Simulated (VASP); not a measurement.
# Rh (Fd-3m) in VASP: further runs, part 2 of 2

VASP 6.6.1. The steps go on from the part before.

### 3 Relaxation of cell and atoms, PBEsol

This run uses another cell than the first one, of 17.78 Å³/atom.

File INCAR:

```
  PREC = Accurate
  ENCUT = 500
  EDIFF = 1E-7
  ISMEAR = 0
  SIGMA = 0.05
  LREAL = F
  LASPH = T
  NELM = 120
  ALGO = Normal
  ISIF = 3
  LWAVE = F
  LCHARG = F
  GGA = PS
  IBRION = 2
  NSW = 80
  EDIFFG = -0.03
  GGA_COMPAT = F
  NELMIN = 4
```

File KPOINTS:

```
regular mesh
0
Gamma
  15 15 15
```

File POSCAR:

```
Rh
1.0
    0.0000000000      2.6100000000      2.6100000000
    2.6100000000      0.0000000000      2.6100000000
    2.6100000000      2.6100000000      0.0000000000
Rh
2
Direct
    1.0000000000      1.0000000000      1.0000000000
    0.2500000000      0.2500000000      0.2500000000
```

Potentials or basis: VASP PAW PBE potentials, release 64 (Rh_pv).

The run is started by

```bash
$ cat potpaw_PBE.64/Rh_pv/POTCAR > POTCAR
$ mpirun -np 1 vasp_std > vasp.out
```

OUTCAR:

```text
PREC = Accurate
   ENCUT = 500
   EDIFF = 1E-7
   ISMEAR = 0
   LREAL = F
   LASPH = T
   NELM = 120
   ISIF = 3
   GGA = PS
   IBRION = 2
   NSW = 80
   EDIFFG = -0.03
   NELMIN = 4

 ion  position               nearest neighbor table
   1  0.000  0.000  0.000-   2 2.26   2 2.26   2 2.26   2 2.26
   2  0.250  0.250  0.250-   1 2.26   1 2.26   1 2.26   1 2.26

  LATTYP: Found a face centered cubic cell.
 ALAT       =     5.2200000000

  Lattice vectors:

 A1 = (   0.0000000000,   2.6100000000,   2.6100000000)
 A2 = (   2.6100000000,   0.0000000000,   2.6100000000)
 A3 = (   2.6100000000,   2.6100000000,   0.0000000000)

Analysis of symmetry for initial positions (statically):
=====================================================================
 Subroutine PRICEL returns:
 Original cell was already a primitive cell.

 Routine SETGRP: Setting up the symmetry group for a
 face centered cubic supercell.

 Subroutine GETGRP returns: Found 48 space group operations
 (whereof 24 operations were pure point group operations)
 out of a pool of 48 trial point group operations.

The static configuration has the point symmetry T_d .
 The point group associated with its full space group is O_h .

Analysis of symmetry for dynamics (positions and initial velocities):
=====================================================================
 Subroutine PRICEL returns:
 Original cell was already a primitive cell.

 Routine SETGRP: Setting up the symmetry group for a
 face centered cubic supercell.

 Subroutine GETGRP returns: Found 48 space group operations
 (whereof 24 operations were pure point group operations)
 out of a pool of 48 trial point group operations.

The dynamic configuration has the point symmetry T_d .
 The point group associated with its full space group is O_h .

[... 123 lines left out ...]
   GGA     = PS    functional components
   LHFCALC =     F    Hartree Fock is set to
   AEXX    =    0.0000 exact exchange contribution
   IVDW    =     0    specifies the selected vdW correction
   LEPSILON=     F    determine dielectric tensor
   LRPA    =     F    only Hartree local field effects (RPA)
 conjugate gradient relaxation of ions
 non-spin polarized calculation
 Gauss-broadening in eV      SIGMA  =   0.05
  energy-cutoff  :      500.00
  volume of cell :       35.56
 maximum number of plane-waves:       926
   NGX = 13   NGY = 13   NGZ = 13

--------------------------------------- Ionic step        1  -------------------------------------------

 number of electron      29.9999992 magnetization

 Free energy of the ion-electron system (eV)
  ---------------------------------------------------
  ext. energy  EPLUGINS =         0.00000000
  ---------------------------------------------------
  free energy    TOTEN  =       -13.38983186 eV

  energy without entropy =      -13.38654062  energy(sigma->0) =      -13.38818624

------------------------ aborting loop because EDIFF is reached ----------------------------------------

  FORCE on cell =-STRESS in cart. coord.  units (eV):
  Direction    XX          YY          ZZ          XY          YZ          ZX
  --------------------------------------------------------------------------------------
  -------------------------------------------------------------------------------------
  Total        5.3949094      5.3949094      5.3949094     -0.0000000      0.0000000     -0.0000000
  in kB      243.0766385    243.0766385    243.0766385     -0.0000000      0.0000000     -0.0000000
  external PRESSURE =     243.0766385 kB  Pullay stress =       0.0000000 kB
[... 131 lines left out ...]
--------------------------------------- Ionic step        5  -------------------------------------------

 number of electron      29.9999984 magnetization

 Free energy of the ion-electron system (eV)
  ---------------------------------------------------
  ext. energy  EPLUGINS =         0.00000000
  ---------------------------------------------------
  free energy    TOTEN  =       -13.69537080 eV

  energy without entropy =      -13.69048303  energy(sigma->0) =      -13.69292692

 E-fermi :   6.7549     XC(G=0): -11.5706

 val. band max:        6.7488243507   @ k =   0.4000   0.4000   0.0000
 cond. band min:       6.7624944188   @ k =  -0.4000   0.2000   0.0667
 fundamental gap:      0.0136700682
 Fermi energy:         6.7549443989

 k-point     1 :       0.0000    0.0000    0.0000
  band No.  band energies     occupation
      1     -40.4856      2.00000
      2     -40.4856      2.00000
      3     -40.4856      2.00000
      4     -39.7908      2.00000
      5     -39.7908      2.00000
      6     -39.7908      2.00000
[... 505 lines left out ...]
      6     -39.7471      2.00000
[... 11 lines left out ...]
     18      15.7071      0.00000
     19      16.4146      0.00000

 [... further k-points ...]

------------------------ aborting loop because EDIFF is reached ----------------------------------------

  FORCE on cell =-STRESS in cart. coord.  units (eV):
  Direction    XX          YY          ZZ          XY          YZ          ZX
  --------------------------------------------------------------------------------------
  -------------------------------------------------------------------------------------
  Total        0.0253052      0.0253052      0.0253052     -0.0000000     -0.0000000     -0.0000000
  in kB        1.0117653      1.0117653      1.0117653     -0.0000000     -0.0000000     -0.0000000
  external PRESSURE =       1.0117653 kB  Pullay stress =       0.0000000 kB
[... 17 lines left out ...]
  FREE ENERGIE OF THE ION-ELECTRON SYSTEM (eV)
  ---------------------------------------------------
  free  energy   TOTEN  =       -13.6953708041 eV

  energy  without entropy=      -13.6904830285  energy(sigma->0) =      -13.69292692

 reached required accuracy - stopping structural energy minimisation
```

Run time: 2.5 min. Hardware: 1 thread of AMD EPYC 9R45 (Zen 5), shared host; peak memory 0.17 GiB.

Results:

| Quantity | Value |
| --- | --- |
| Free energy | -13.6954 eV |
| Relaxed volume | 20.04 Å³/atom |
| Relaxed cell | a = 3.841 Å, b = 3.841 Å, c = 3.841 Å, α = 60.00°, β = 60.00°, γ = 60.00° |
| Space group after relaxing (to 0.1 Å) | Fd-3m (No. 227) |
| Energy gained by relaxing | 152.8 meV/atom |
| Ionic steps | 5 |
| Pressure after relaxing | 0.1 GPa |
| Band gap on the k mesh | zero (bands 15 and 16 overlap by 1.19 eV) |

The path:
| step | energy change (eV) | largest force (eV/Å) | pressure (GPa) | volume (Å³) |
| --- | --- | --- | --- | --- |
| 1 | 0.0000 | 0.0000 | 24.31 | 35.56 |
| 2 | 0.6127 | 0.0000 | -20.47 | 51.33 |
| 3 | -0.3038 | 0.0000 | -1.44 | 40.49 |
| 4 | -0.3055 | 0.0000 | -0.26 | 40.17 |
| 5 | -0.3055 | 0.0000 | 0.10 | 40.07 |

Final structure:
```yaml
crystal:
  lattice:
    - [0.00000, 2.71604, 2.71604]
    - [2.71604, 0.00000, 2.71604]
    - [2.71604, 2.71604, 0.00000]
  atoms:
    - { symbol: Rh, position: [0.00000, 0.00000, 0.00000] }
    - { symbol: Rh, position: [0.25000, 0.25000, 0.25000] }
```

Levels at points of the mesh, in eV from the Fermi level:
| k point | band 11 | band 12 | band 13 | band 14 | band 15 | band 16 | band 17 | band 18 | band 19 |
| --- | --- | --- | --- | --- | --- | --- | --- | --- | --- |
| (0.00, 0.00, 0.00) | -4.12 | -4.12 | -1.53 | -1.53 | -1.53 | 0.42 | 0.42 | 12.58 | 12.88 |

Caveat: the PAW data sets were made with another functional, which shifts forces and pressure a little.

### 4 Relaxation of cell and atoms, PBEsol

File INCAR:

```
SYSTEM = Rh
PREC = Accurate
ENCUT = 600
EDIFF = 1E-7
ISMEAR = 0
SIGMA = 0.05
LREAL = .FALSE.
LASPH = .TRUE.
NELM = 60
ALGO = Normal
ISIF = 3
LWAVE = .FALSE.
LCHARG = .FALSE.
GGA = PS
IBRION = 2
NSW = 80
EDIFFG = -0.03
```

File KPOINTS:

```
Automatic mesh
0
G
  15 15 15
  0 0 0
```

File POSCAR:

```
Rh
1.0
    0.0000000000      2.7160399820      2.7160399820
    2.7160399820      0.0000000000      2.7160399820
    2.7160399820      2.7160399820      0.0000000000
Rh
2
Direct
    1.0000000000      1.0000000000      1.0000000000
    0.2500000000      0.2500000000      0.2500000000
```

Potentials or basis: VASP PAW PBE potentials, release 64 (Rh_pv).

The run is started by

```bash
$ cat potpaw_PBE.64/Rh_pv/POTCAR > POTCAR
$ mpirun -np 1 vasp_std > vasp.out
```

OUTCAR:

```text
SYSTEM = Rh
   PREC = Accurate
   ENCUT = 600
   EDIFF = 1E-7
   ISMEAR = 0
   LREAL = .FALSE.
   LASPH = .TRUE.
   NELM = 60
   ISIF = 3
   GGA = PS
   IBRION = 2
   NSW = 80
   EDIFFG = -0.03

 ion  position               nearest neighbor table
   1  0.000  0.000  0.000-   2 2.35   2 2.35   2 2.35   2 2.35
   2  0.250  0.250  0.250-   1 2.35   1 2.35   1 2.35   1 2.35

[... 720 lines left out ...]

 [... further k-points ...]

------------------------ aborting loop because EDIFF is reached ----------------------------------------

  FORCE on cell =-STRESS in cart. coord.  units (eV):
  Direction    XX          YY          ZZ          XY          YZ          ZX
  --------------------------------------------------------------------------------------
  -------------------------------------------------------------------------------------
  Total        0.0066712      0.0066712      0.0066712     -0.0000000     -0.0000000      0.0000000
  in kB        0.2667331      0.2667331      0.2667331     -0.0000000     -0.0000000      0.0000000
  external PRESSURE =       0.2667331 kB  Pullay stress =       0.0000000 kB

 VOLUME and BASIS-vectors are now :
 -----------------------------------------------------------------------------
  energy-cutoff  :      600.00
  volume of cell :       40.07
      direct lattice vectors                 reciprocal lattice vectors
     0.000000000  2.716039982  2.716039982    -0.184091546  0.184091546  0.184091546
     2.716039982  0.000000000  2.716039982     0.184091546 -0.184091546  0.184091546
     2.716039982  2.716039982  0.000000000     0.184091546  0.184091546 -0.184091546

 POSITION                                       TOTAL-FORCE (eV/Angst)
 -----------------------------------------------------------------------------------
      0.00000      0.00000      0.00000        -0.000000      0.000000      0.000000
      1.35802      1.35802      1.35802         0.000000     -0.000000     -0.000000
 -----------------------------------------------------------------------------------
    total drift:                               -0.000000      0.000000      0.000000

  FREE ENERGIE OF THE ION-ELECTRON SYSTEM (eV)
  ---------------------------------------------------
  free  energy   TOTEN  =       -13.6972832744 eV

  energy  without entropy=      -13.6923960444  energy(sigma->0) =      -13.69483966

 reached required accuracy - stopping structural energy minimisation
```

Run time: 2.3 min. Hardware: 1 thread of AMD EPYC 7R13, shared host; peak memory 0.21 GiB.

Results:

```
Free energy             : -13.6973 eV
Pressure after relaxing : 0.0 GPa
Band gap on the k mesh  : zero (bands 15 and 16 overlap by 1.19 eV)
```

Final structure:
```
Rh
1.0
     0.00000    2.71604    2.71604
     2.71604    0.00000    2.71604
     2.71604    2.71604    0.00000
Rh
2
Cartesian
  0.0000 0.0000 0.0000
  1.3580 1.3580 1.3580
```

Caveat: the relaxation stopped at its first step, so nothing moved; the PAW data sets were made with another functional, which shifts forces and pressure a little.

### 5 The runs side by side

| task | cell | cutoff (eV) | gap on the mesh (eV) | pressure (GPa) |
| --- | --- | --- | --- | --- |
| single point | a = 3.841 Å, angles 60.0°, 2 atoms | 500 | none | 0.1 |
| relaxation of cell and atoms | relaxed from a = 3.691 Å, angles 60.0°, 2 atoms | 500 | none | 0.1 |
| relaxation of cell and atoms | relaxed from a = 3.841 Å, angles 60.0°, 2 atoms | 600 | none | 0.0 |

Alike in all rows: level PBEsol; potentials or basis VASP PAW PBE potentials, release 64 (Rh_pv); no spin polarisation; k mesh 15 × 15 × 15; smearing gaussian 0.05 eV.

Caveats: the PAW data sets were made with another functional, which shifts forces and pressure a little; the relaxation stopped at its first step, so nothing moved (at least some runs).

Absolute energies hang on the potentials; compare differences alone.
